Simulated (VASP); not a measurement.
Input of a VASP 6.6.1 run:

INCAR

```
SYSTEM = Au
  ALGO = Fast
  EDIFF = 1E-6
  ENCUT = 520
  GGA = PE
  ISIF = 2
  ISMEAR = 0
  LASPH = .TRUE.
  LCHARG = .FALSE.
  LREAL = .FALSE.
  LWAVE = .FALSE.
  NBANDS = 30
  NELM = 100
  PREC = Accurate
  SIGMA = 0.1
```

File KPOINTS:

```
k-points
0
G
  4 4 4
  0 0 0
```

The input POSCAR:

```
Au
1.0
    0.0000000000      3.8858696345      3.8858696345
    3.8858696345      0.0000000000      3.8858696345
    3.8858696345      3.8858696345      0.0000000000
Au
4
Direct
    0.1250000000      0.1250000000      0.1250000000
    0.1250000000      0.1250000000      0.6250000000
    0.1250000000      0.6250000000      0.1250000000
    0.6250000000      0.1250000000      0.1250000000
```

Potentials or basis: VASP PAW PBE potentials, release 64 (Au).

Launch:

```console
$ cat potpaw_PBE.64/Au/POTCAR > POTCAR
$ mpirun -np 1 vasp_std > vasp.out
```

Estimate the band gap on the k mesh.

zero (bands 22 and 23 overlap by 0.61 eV).

What does it give for the pressure?

0.0 GPa.

Caveat: spin-orbit coupling is left out, which moves the levels of the heavy elements.
